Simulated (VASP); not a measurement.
## W: single point with r2SCAN

W:

```xyz
1
Lattice="0.0000 2.0300 2.0300 2.0300 0.0000 2.0300 2.0300 2.0300 0.0000" Properties=species:S:1:pos:R:3 pbc="T T T"
W     0.0000    0.0000    0.0000
```

```
Program                : VASP 6.6.1
Task                   : single point
Functional             : r2SCAN
Potentials or basis    : VASP PAW PBE potentials, release 64 (W_sv)
Cutoff                 : 520 eV
k mesh                 : 6 × 6 × 6
Occupations            : methfessel-paxton, width 0.05 eV
Spin                   : no spin polarisation
Dipole correction      : no
Further INCAR settings : ALGO = Normal; EDIFF = 1e-06; NBANDS = 13
```

The pressure is -5.8 GPa and the band gap on the k mesh is zero (band 7 reaches 12.98 eV, above the bottom of band 8 at 9.51 eV).

Levels at points of the mesh, in eV from the Fermi level:
| k point | band 4 | band 5 | band 6 | band 7 | band 8 | band 9 | band 10 | band 11 |
| --- | --- | --- | --- | --- | --- | --- | --- | --- |
| (0.00, 0.00, 0.00) | -38.79 | -9.53 | -0.73 | -0.73 | -0.73 | 2.58 | 2.58 | 13.20 |
| (0.50, 0.00, 0.00) | -38.94 | -5.95 | -0.87 | -0.87 | 0.24 | 4.97 | 4.97 | 10.36 |
| (0.50, 0.50, 0.00) | -39.20 | -5.73 | -4.82 | 2.75 | 5.02 | 5.62 | 5.62 | 11.98 |

Run time: 16 s on 1 thread of AMD EPYC 9R14 (Zen 4), with other jobs on the host, peak memory 0.11 GiB.

Caveat: the k points lie up to 0.45 Å⁻¹ apart; the PAW data sets were made with another functional, which shifts forces and pressure a little; spin-orbit coupling is left out, which moves the levels of the heavy elements.
